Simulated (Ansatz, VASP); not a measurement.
# One calculation of ZrAl3N4, two programs

```
Zr Al N
1.0
     3.05179   -4.22920    0.00000
     3.05179    4.22920    0.00000
     0.00000    0.00000    2.96760
Zr Al N
1 3 4
Direct
  0.50000 0.50000 0.50000
  0.00000 0.50000 0.00000
  0.50000 0.00000 0.00000
  0.00000 0.00000 0.50000
  0.77586 0.77586 0.00000
  0.22414 0.22414 0.00000
  0.75995 0.24005 0.50000
  0.24005 0.75995 0.50000
```

Alike in both runs: functional PBE; k mesh 8 × 8 × 12; occupations gaussian, width 0.1 eV; no spin polarisation.

Ansatz relaxed the structure, and its values are those at the end. VASP's run is a single point on that final structure, the one shown.

|  | VASP | Ansatz |
| --- | --- | --- |
| version | VASP 6.6.1 | Ansatz 0.2.0 |
| potentials or method | VASP PAW PBE potentials, release 64 (Zr_sv, Al, N), cutoff 600 eV | scalar-relativistic, plane waves, PAW |
| valence electrons in the cell | 41 | 41 |

```csv
,VASP,Ansatz,Ansatz less VASP
gap on the k mesh at the Fermi level (eV),none,none,-
pressure (GPa),-0.2,0.0,+0.20
rms of the force components (eV/Å),0.008,0.000,-0.0075
```

A gap of «none» marks a metal or a gap that the smearing closes.
